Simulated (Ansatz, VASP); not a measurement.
# Hf4Te: VASP beside Ansatz

```xyz
5
Lattice="4.7267 0.0000 0.0000 0.0000 4.7267 0.0000 0.0000 0.0000 4.7267" Properties=species:S:1:pos:R:3 pbc="T T T"
Hf    2.3634    2.3634    2.3634
Hf    0.0000    2.3634    2.3634
Hf    2.3634    0.0000    2.3634
Hf    2.3634    2.3634    0.0000
Te    0.0000    0.0000    0.0000
```

Change from the starting cell: species swapped into the Mn4N type (Pm-3m, No. 221).

Alike in both runs: task relaxation of cell and atoms; functional PBE; k mesh 4 × 4 × 4; occupations gaussian, width 0.1 eV; no spin polarisation.

|  | VASP | Ansatz |
| --- | --- | --- |
| version | VASP 6.6.1 | Ansatz 0.2.0 |
| potentials or method | VASP PAW PBE potentials, release 64 (Hf_pv, Te), cutoff 600 eV | scalar-relativistic, plane waves, PAW |
| valence electrons in the cell | 46 | 120 |

|  | VASP | Ansatz | Ansatz less VASP |
| --- | --- | --- | --- |
| gap on the k mesh at the Fermi level, each at its own relaxed structure (eV) | none | none | - |
| relaxed volume (Å³/atom) | 27.84 | 28.03 | +0.192 |
| relaxed cell length with the largest relative difference (Å) | 5.182 | 5.194 | +0.0119 |

A gap of «none» marks a metal or a gap that the smearing closes. VASP's potentials hold 46 valence electrons a cell and Ansatz's 120, so a difference there can come from the potentials and not from the codes.

Spin-orbit coupling is off throughout. Noted on VASP's run: the volume moved by over 15 % at a fixed basis, so the end points are rough.
